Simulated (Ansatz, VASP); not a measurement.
KF: VASP beside Ansatz

```
K F
1.0
     3.25895    0.00000    0.00000
     0.00000    3.25895    0.00000
     0.00000    0.00000    3.25895
K F
1 1
Direct
  0.00000 0.00000 0.00000
  0.50000 0.50000 0.50000
```

Alike in both runs: task single point; functional PBEsol; k mesh 8 × 8 × 8; occupations gaussian, width 0.02 eV; no spin polarisation.

|  | VASP | Ansatz |
| --- | --- | --- |
| version | VASP 6.6.1 | Ansatz 0.2.0 |
| potentials or method | VASP PAW PBE potentials, release 64 (K_sv, F), cutoff 520 eV | all-electron LAPW, scalar-relativistic |

VASP gave:

* gap on the k mesh at the Fermi level (eV): 6.10
* least direct gap on the mesh (eV): 6.15
* pressure (GPa): -2.5

Q: Estimate Ansatz's values.

A: gap on the k mesh at the Fermi level (eV): 6.11; least direct gap on the mesh (eV): 6.16; pressure (GPa): -2.5.

VASP's potentials were made for PBE, not for PBEsol. Ansatz ran all-electron here, and VASP with PAW potentials.
